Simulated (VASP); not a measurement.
# PtS2 (P-3m1) in VASP: a series of runs

Aim: see how the results for PtS2 move with the level of theory and the settings. Levels: LDA, PBEsol. Tasks: single point.

All numbers are computed with VASP 6.6.1; they aren't measurements. Logs are shortened: lines on timing, memory, paths and dates and some standing lists are left out, and cuts for length are marked.

**1. The cell of the first run**

The structure is trigonal, space group P-3m1 (No. 164). Conventional cell: a = 3.519 Å, b = 3.519 Å, c = 5.005 Å, α = 90.00°, β = 90.00°, γ = 120.00°. Within 3.1 Å of Pt (site symmetry -3m) lie 6 S at 2.33 Å. Within 3.1 Å of S (site symmetry 3m) lie 3 Pt at 2.33 Å and 3 S at 3.05 Å.

**2. Single point, LDA**

Contents of INCAR:

```
SYSTEM = PtS2
PREC = Accurate
ENCUT = 520
EDIFF = 1E-7
ISMEAR = -1
SIGMA = 0.05
LREAL = .False.
LASPH = .True.
NELM = 80
ALGO = Normal
ISIF = 2
LWAVE = .False.
LCHARG = .False.
GGA = CA
NBANDS = 18
```

Contents of KPOINTS:

```
regular mesh
0
Gamma
  9 9 5
  0 0 0
```

Contents of POSCAR:

```
PtS2
1.0
    3.5194194177      0.0000000000      0.0000000000
   -1.7597097089      3.0479066223      0.0000000000
    0.0000000000      0.0000000000      5.0049815314
Pt S
1 2
Direct
    0.0000000000      0.0000000000      0.0000000000
    0.6666666667      0.3333333333      0.7730000000
    0.3333333333      0.6666666667      0.2270000000
```

Potentials or basis: VASP PAW LDA potentials, release 64 (Pt, S).

On the command line:

```
$ cat potpaw_LDA.64/Pt/POTCAR potpaw_LDA.64/S/POTCAR > POTCAR
$ mpirun -np 1 vasp_std > vasp.out
```

OUTCAR:

```text
SYSTEM = PtS2
   PREC = Accurate
   ENCUT = 520
   EDIFF = 1E-7
   ISMEAR = -1
   LREAL = .False.
   LASPH = .True.
   NELM = 80
   ISIF = 2
   GGA = CA

 ion  position               nearest neighbor table
   1  0.000  0.000  0.000-   2 2.33   3 2.33   2 2.33   3 2.33   2 2.33   3 2.33
   2  0.667  0.333  0.773-   1 2.33   1 2.33   1 2.33
   3  0.333  0.667  0.227-   1 2.33   1 2.33   1 2.33

  LATTYP: Found a hexagonal cell.
 ALAT       =     3.5194194177
 C/A-ratio  =     1.4221043125

  Lattice vectors:

 A1 = (   3.5194194177,   0.0000000000,   0.0000000000)
 A2 = (  -1.7597097089,   3.0479066223,   0.0000000000)
 A3 = (   0.0000000000,   0.0000000000,   5.0049815314)

Analysis of symmetry for initial positions (statically):
=====================================================================
 Subroutine PRICEL returns:
 Original cell was already a primitive cell.

 Routine SETGRP: Setting up the symmetry group for a
 hexagonal supercell.

 Subroutine GETGRP returns: Found 12 space group operations
 (whereof 12 operations were pure point group operations)
 out of a pool of 24 trial point group operations.

The static configuration has the point symmetry D_3d.

Analysis of symmetry for dynamics (positions and initial velocities):
=====================================================================
 Subroutine PRICEL returns:
 Original cell was already a primitive cell.

 Routine SETGRP: Setting up the symmetry group for a
 hexagonal supercell.

 Subroutine GETGRP returns: Found 12 space group operations
 (whereof 12 operations were pure point group operations)
 out of a pool of 24 trial point group operations.

The dynamic configuration has the point symmetry D_3d.

 Subroutine INISYM returns: Found 12 space group operations
 (whereof 12 operations are pure point group operations),
 and found     1 'primitive' translations

----------------------------------------------------------------------------------------

                                     Primitive cell

  volume of cell :      53.6877

  direct lattice vectors                    reciprocal lattice vectors
     3.519419418  0.000000000  0.000000000     0.284137774  0.164047020  0.000000000
    -1.759709709  3.047906622  0.000000000     0.000000000  0.328094041  0.000000000
     0.000000000  0.000000000  5.004981531     0.000000000  0.000000000  0.199800937

  length of vectors
     3.519419418  3.519419418  5.004981531     0.328094041  0.328094041  0.199800937

  position of ions in fractional coordinates (direct lattice)
     0.000000000  0.000000000  0.000000000
     0.666666667  0.333333333  0.773000000
     0.333333333  0.666666667  0.227000000

  ion indices of the primitive-cell ions
   primitive index   ion index
                 1           1
                 2           2
                 3           3

----------------------------------------------------------------------------------------

 KPOINTS: regular mesh

Automatic generation of k-mesh.
 Grid dimensions read from file:
 generate k-points for:    9    9    5

 Generating k-lattice:

  Cartesian coordinates                     Fractional coordinates (reciprocal lattice)
     0.031570864  0.018227447  0.000000000     0.111111111  0.000000000  0.000000000
     0.000000000  0.036454893  0.000000000     0.000000000  0.111111111  0.000000000
     0.000000000  0.000000000  0.039960187     0.000000000  0.000000000  0.200000000

  Length of vectors
     0.036454893  0.036454893  0.039960187

  Shift w.r.t. Gamma in fractional coordinates (k-lattice)
     0.000000000  0.000000000  0.000000000

 Subroutine IBZKPT returns following result:
 ===========================================

 Found     50 irreducible k-points:

 Following reciprocal coordinates:
            Coordinates               Weight
  0.000000  0.000000  0.000000      1.000000
  0.111111 -0.000000  0.000000      6.000000
  0.222222  0.000000  0.000000      6.000000
  0.333333 -0.000000  0.000000      6.000000
  0.444444  0.000000  0.000000      6.000000
  0.111111  0.111111  0.000000      6.000000
[... 16 lines left out ...]
  0.222222  0.111111  0.200000     12.000000
 -0.111111  0.333333  0.200000     12.000000
 [... further k-points ...]
   k-points           NKPTS =     50   k-points in BZ     NKDIM =     50   number of bands    NBANDS=     18
   number of dos      NEDOS =    301   number of ions     NIONS =      3
   total plane-waves  NPLWV =  31360
   dimension x,y,z NGX =    28 NGY =   28 NGZ =   40
   dimension x,y,z NGXF=    56 NGYF=   56 NGZF=   80
   ions per type =               1   2
   NGX,Y,Z   is equivalent  to a cutoff of  13.23, 13.23, 13.29 a.u.
   NGXF,Y,Z  is equivalent  to a cutoff of  26.45, 26.45, 26.57 a.u.
 SYSTEM =  PtS2
   PREC   = accura    normal or accurate (medium, high low for compatibility)
   ISTART =      0    job   : 0-new  1-cont  2-samecut
   ICHARG =      2    charge: 1-file 2-atom 10-const
   ISPIN  =      1    spin polarized calculation?
   LNONCOLLINEAR =      F non collinear calculations
   LSORBIT =      F    spin-orbit coupling
   LASPH  =      T    aspherical Exc in radial PAW
   ENCUT  =  520.0 eV  38.22 Ry    6.18 a.u.   6.54  6.54  9.31*2*pi/ulx,y,z
   NELM   =     80;   NELMIN=  2; NELMDL= -5     # of ELM steps
   EDIFF  = 0.1E-06   stopping-criterion for ELM
   LREAL  =      F    real-space projection
   EDIFFG = 0.1E-05   stopping-criterion for IOM
   NSW    =      0    number of steps for IOM
   IBRION =     -1    ionic relax: 0-MD 1-quasi-New 2-CG
   NFREE  =      0    steps in history (QN), initial steepest desc. (CG)
   ISIF   =      2    stress and relaxation
   ISYM   =      2    0-nonsym 1-usesym 2-fastsym
   POTIM  = 0.5000    time-step for ionic-motion
   TEBEG  =    0.0;   TEEND  =   0.0 temperature during run
   PSTRESS=    0.0 pullay stress
   NELECT =      22.0000    total number of electrons
   NUPDOWN=      -1.0000    fix difference up-down
   EMIN   =  10.00;   EMAX   =-10.00  energy-range for DOS
   EFERMI =   0.00;   METHOD = LEGACY
   ISMEAR =    -1;   SIGMA  =   0.05  broadening in eV -4-tet -1-fermi 0-gaus
   EFERMI_NEDOS =   21; number of points for ismear=-14 and -15
   IALGO  =     38    algorithm
   IMIX   =      4    mixing-type and parameters
     AMIX     =   0.40;   BMIX     =  1.00
     AMIX_MAG =   1.60;   BMIX_MAG =  1.00
  volume/ion in A,a.u.               =      17.90       120.77
  Fermi-wavevector in a.u.,A,eV,Ry     =   1.215973  2.297856 20.117450  1.478591
  Thomas-Fermi vector in A             =   2.351343
   LORBIT       =      0    0 simple, 1 ext, 2 COOP (PROOUT), +10 PAW based schemes
   GGA     = CA    functional components
   LHFCALC =     F    Hartree Fock is set to
   AEXX    =    0.0000 exact exchange contribution
   IVDW    =     0    specifies the selected vdW correction
   LEPSILON=     F    determine dielectric tensor
   LRPA    =     F    only Hartree local field effects (RPA)
 non-spin polarized calculation
  energy-cutoff  :      520.00
  volume of cell :       53.69
 maximum number of plane-waves:      1467
 NGX is ok and might be reduce to    28
   NGX = 13   NGY = 13   NGZ = 19

 number of electron      22.0000002 magnetization

 Free energy of the ion-electron system (eV)
  ---------------------------------------------------
  ext. energy  EPLUGINS =         0.00000000
  ---------------------------------------------------
  free energy    TOTEN  =       -18.08728783 eV

  energy without entropy =      -18.08727947  energy(sigma->0) =      -18.08728365

 E-fermi :   7.3607     XC(G=0): -10.9975

 val. band max:        6.9243647617   @ k =   0.0000   0.2222   0.2000
 cond. band min:       7.8567662320   @ k =   0.0000   0.3333   0.2000
 fundamental gap:      0.9324014702
 Fermi energy:         7.3606740678

 k-point     1 :       0.0000    0.0000    0.0000
  band No.  band energies     occupation
      1      -8.8286      2.00000
      2      -5.4039      2.00000
      3      -0.3792      2.00000
      4      -0.3792      2.00000
      5      -0.2373      2.00000
      6       2.7588      2.00000
[... 10 lines left out ...]
     17      14.7268      0.00000
     18      18.9314      0.00000

 k-point     2 :       0.1111   -0.0000    0.0000
  band No.  band energies     occupation
      1      -8.6559      2.00000
      2      -5.5225      2.00000
      3      -0.2634      2.00000
      4      -0.2336      2.00000
      5      -0.0646      2.00000
      6       2.5129      2.00000
[... 10 lines left out ...]
     17      15.2768      0.00000
     18      17.7675      0.00000

 k-point     3 :       0.2222    0.0000    0.0000
  band No.  band energies     occupation
      1      -8.1707      2.00000
      2      -5.8025      2.00000
      3       0.0335      2.00000
      4       0.0613      2.00000
      5       0.4677      2.00000
      6       1.7561      2.00000
[... 10 lines left out ...]
     17      16.1135      0.00000
     18      16.2233      0.00000

 k-point     4 :       0.3333   -0.0000    0.0000
  band No.  band energies     occupation
      1      -7.4901      2.00000
      2      -6.1060      2.00000
      3      -0.0792      2.00000
      4       0.3434      2.00000
      5       1.1780      2.00000
      6       1.3015      2.00000
[... 375 lines left out ...]
      4      -0.0613      2.00000
      5       0.7634      2.00000
      6       2.1555      2.00000
[... 10 lines left out ...]
     17      16.0412      0.00000
     18      16.3274      0.00000

 k-point    23 :       0.2222    0.1111    0.2000
  band No.  band energies     occupation
      1      -7.6450      2.00000
      2      -6.1383      2.00000
      3       0.0640      2.00000
      4       0.2193      2.00000
      5       0.9197      2.00000
      6       1.7464      2.00000
[... 10 lines left out ...]
     17      16.0932      0.00000
     18      16.4313      0.00000

 k-point    24 :      -0.1111    0.3333    0.2000
  band No.  band energies     occupation
      1      -7.6716      2.00000
      2      -6.0792      2.00000
      3      -0.1142      2.00000
      4       0.1668      2.00000
      5       1.0833      2.00000
      6       1.4805      2.00000
[... 10 lines left out ...]
     17      15.2843      0.00000
     18      17.3706      0.00000

 [... further k-points ...]

------------------------ aborting loop because EDIFF is reached ----------------------------------------

  FORCE on cell =-STRESS in cart. coord.  units (eV):
  Direction    XX          YY          ZZ          XY          YZ          ZX
  --------------------------------------------------------------------------------------
  -------------------------------------------------------------------------------------
  Total        2.5613228      2.5613228      1.9014734     -0.0000000      0.0000000      0.0000000
  in kB       76.4363143     76.4363143     56.7447488     -0.0000000      0.0000000      0.0000000
  external PRESSURE =      69.8724592 kB  Pullay stress =       0.0000000 kB

 VOLUME and BASIS-vectors are now :
 -----------------------------------------------------------------------------
  energy-cutoff  :      520.00
  volume of cell :       53.69
      direct lattice vectors                 reciprocal lattice vectors
     3.519419418  0.000000000  0.000000000     0.284137774  0.164047020  0.000000000
    -1.759709709  3.047906622  0.000000000     0.000000000  0.328094041  0.000000000
     0.000000000  0.000000000  5.004981531     0.000000000  0.000000000  0.199800937

 POSITION                                       TOTAL-FORCE (eV/Angst)
 -----------------------------------------------------------------------------------
      0.00000      0.00000      0.00000         0.000000      0.000000     -0.000000
      1.75971      1.01597      3.86885         0.000000      0.000000     -1.121780
     -0.00000      2.03194      1.13613        -0.000000     -0.000000      1.121780
 -----------------------------------------------------------------------------------
    total drift:                                0.000000     -0.000000      0.000000

  FREE ENERGIE OF THE ION-ELECTRON SYSTEM (eV)
  ---------------------------------------------------
  free  energy   TOTEN  =       -18.0872878344 eV

  energy  without entropy=      -18.0872794679  energy(sigma->0) =      -18.08728365
```

It took 71 s on 1 thread of Intel Xeon 8259CL, shared host; peak memory 0.19 GiB.

What came out:

```
Free energy            : -18.0873 eV
Pressure               : 7.0 GPa
Largest force          : 1.122 eV/Å
Band gap on the k mesh : 0.93 eV (least direct gap 0.98 eV)
```

Forces in eV/Å, atoms in the order of the input:
```
Pt   0.000  0.000  0.000
S    0.000  0.000 -1.122
S    0.000  0.000  1.122
```

Stress tensor (GPa, compression positive):
```
7.64 0.00 0.00
0.00 7.64 0.00
0.00 0.00 5.67
```

Levels at points of the mesh, in eV from the valence-band top:
| k point | band 9 | band 10 | band 11 | band 12 | band 13 | band 14 |
| --- | --- | --- | --- | --- | --- | --- |
| (0.00, 0.00, 0.00) | -1.18 | -1.18 | -0.18 | 2.46 | 2.46 | 4.60 |

Caveat: the cell stands under pressure; spin-orbit coupling is left out, which moves the levels of the heavy elements; an odd mesh through Γ misses points on the zone boundary, where band edges can lie; forces of over 1 eV/Å act on the atoms, so gaps and moduli don't describe the material at rest.

**3. Single point, LDA**

This run uses another cell than the first one, of 18.63 Å³/atom.

Contents of INCAR:

```
PREC     = Accurate       # precision mode
ENCUT    = 520            # plane-wave cutoff, eV
EDIFF    = 1E-6           # SCF threshold, eV
ISMEAR   = -1             # smearing method
SIGMA    = 0.05           # smearing width, eV
LREAL    = False          # projectors in reciprocal space
LASPH    = True           # aspherical terms in the spheres
NELM     = 100            # most SCF steps
ALGO     = Normal         # electronic algorithm
ISIF     = 2              # what is computed and relaxed
LWAVE    = False          # write WAVECAR
LCHARG   = False          # write CHGCAR
GGA      = CA             # functional
NBANDS   = 18             # bands
```

Contents of KPOINTS:

```
regular mesh
0
Gamma
  9 9 5
```

Contents of POSCAR:

```
PtS2
1.0
    3.5666655845      0.0000000000      0.0000000000
   -1.7833327923      3.0888230030      0.0000000000
    0.0000000000      0.0000000000      5.0721705089
Pt S
1 2
Direct
    0.0000000000      0.0000000000      0.0000000000
    0.6666666667      0.3333333333      0.7730000000
    0.3333333333      0.6666666667      0.2270000000
```

Potentials or basis: VASP PAW LDA potentials, release 64 (Pt, S).

On the command line:

```
$ cat potpaw_LDA.64/Pt/POTCAR potpaw_LDA.64/S/POTCAR > POTCAR
$ mpirun -np 1 vasp_std > vasp.out
```

OUTCAR:

```text
PREC = Accurate
   ENCUT = 520
   EDIFF = 1E-6
   ISMEAR = -1
   LREAL = False
   LASPH = True
   NELM = 100
   ISIF = 2
   GGA = CA

 ion  position               nearest neighbor table
   1  0.000  0.000  0.000-   2 2.36   3 2.36   2 2.36   3 2.36   2 2.36   3 2.36
   2  0.667  0.333  0.773-   1 2.36   1 2.36   1 2.36
   3  0.333  0.667  0.227-   1 2.36   1 2.36   1 2.36

  LATTYP: Found a hexagonal cell.
 ALAT       =     3.5666655845
 C/A-ratio  =     1.4221043125

[... 696 lines left out ...]

  FORCE on cell =-STRESS in cart. coord.  units (eV):
  Direction    XX          YY          ZZ          XY          YZ          ZX
  --------------------------------------------------------------------------------------
  -------------------------------------------------------------------------------------
  Total        0.0219254      0.0219254      0.4060947     -0.0000000      0.0000000      0.0000000
  in kB        0.6286497      0.6286497     11.6436378     -0.0000000      0.0000000      0.0000000
  external PRESSURE =       4.3003124 kB  Pullay stress =       0.0000000 kB

 VOLUME and BASIS-vectors are now :
 -----------------------------------------------------------------------------
  energy-cutoff  :      520.00
  volume of cell :       55.88
      direct lattice vectors                 reciprocal lattice vectors
     3.566665584  0.000000000  0.000000000     0.280373917  0.161873956  0.000000000
    -1.783332792  3.088823003  0.000000000     0.000000000  0.323747913  0.000000000
     0.000000000  0.000000000  5.072170509     0.000000000  0.000000000  0.197154255

 POSITION                                       TOTAL-FORCE (eV/Angst)
 -----------------------------------------------------------------------------------
      0.00000      0.00000      0.00000         0.000000      0.000000      0.000000
      1.78333      1.02961      3.92079        -0.000000     -0.000000     -0.512635
     -0.00000      2.05922      1.15138         0.000000      0.000000      0.512635
 -----------------------------------------------------------------------------------
    total drift:                                0.000000     -0.000000      0.000000

  FREE ENERGIE OF THE ION-ELECTRON SYSTEM (eV)
  ---------------------------------------------------
  free  energy   TOTEN  =       -18.1373854181 eV

  energy  without entropy=      -18.1373722401  energy(sigma->0) =      -18.13737883
```

OSZICAR:

```text
N       E                     dE             d eps       ncg     rms          rms(c)
DAV:   1     0.109208365548E+03    0.10921E+03   -0.10315E+04  1824   0.108E+03
DAV:   2    -0.140822921617E+02   -0.12329E+03   -0.11919E+03  2240   0.221E+02
DAV:   3    -0.194847452736E+02   -0.54025E+01   -0.53648E+01  2236   0.464E+01
DAV:   4    -0.195431056799E+02   -0.58360E-01   -0.58331E-01  2364   0.538E+00
DAV:   5    -0.195440380267E+02   -0.93235E-03   -0.93226E-03  2320   0.656E-01    0.192E+01
DAV:   6    -0.184063283866E+02    0.11377E+01   -0.61851E+00  1878   0.239E+01    0.119E+01
DAV:   7    -0.181764768682E+02    0.22985E+00   -0.11680E+00  1848   0.109E+01    0.587E+00
DAV:   8    -0.181410855004E+02    0.35391E-01   -0.69263E-02  2014   0.194E+00    0.104E+00
DAV:   9    -0.181373346755E+02    0.37508E-02   -0.88577E-03  2010   0.910E-01    0.243E-01
DAV:  10    -0.181373843948E+02   -0.49719E-04   -0.12226E-03  2102   0.227E-01    0.102E-01
DAV:  11    -0.181373881074E+02   -0.37126E-05   -0.56958E-05  2254   0.721E-02    0.333E-02
DAV:  12    -0.181373854665E+02    0.26409E-05   -0.94872E-06  2050   0.317E-02    0.634E-03
DAV:  13    -0.181373854181E+02    0.48456E-07   -0.89110E-07  1130   0.663E-03
   1 F= -.18137385E+02 E0= -.18137379E+02  d E =-.131780E-04
```

Wall time 49 s (1 thread of Intel Xeon 8259CL, shared host); peak memory 0.18 GiB.

Results:

| Quantity | Value |
| --- | --- |
| Free energy | -18.1374 eV |
| Pressure | 0.4 GPa |
| Largest force | 0.513 eV/Å |
| Band gap on the k mesh | 0.89 eV (least direct gap 0.94 eV) |

Forces in eV/Å, atoms in the order of the input:
```
Pt   0.000  0.000  0.000
S    0.000  0.000 -0.513
S    0.000  0.000  0.513
```

Stress tensor (GPa, compression positive):
```
0.06 0.00 0.00
0.00 0.06 0.00
0.00 0.00 1.16
```

Levels at points of the mesh, in eV from the valence-band top:
| k point | band 8 | band 9 | band 10 | band 11 | band 12 | band 13 | band 14 | band 15 |
| --- | --- | --- | --- | --- | --- | --- | --- | --- |
| (0.00, 0.00, 0.00) | -1.78 | -1.12 | -1.12 | -0.12 | 2.36 | 2.36 | 4.65 | 5.35 |

Caveat: spin-orbit coupling is left out, which moves the levels of the heavy elements; an odd mesh through Γ misses points on the zone boundary, where band edges can lie.

[end of part 1 of 2]
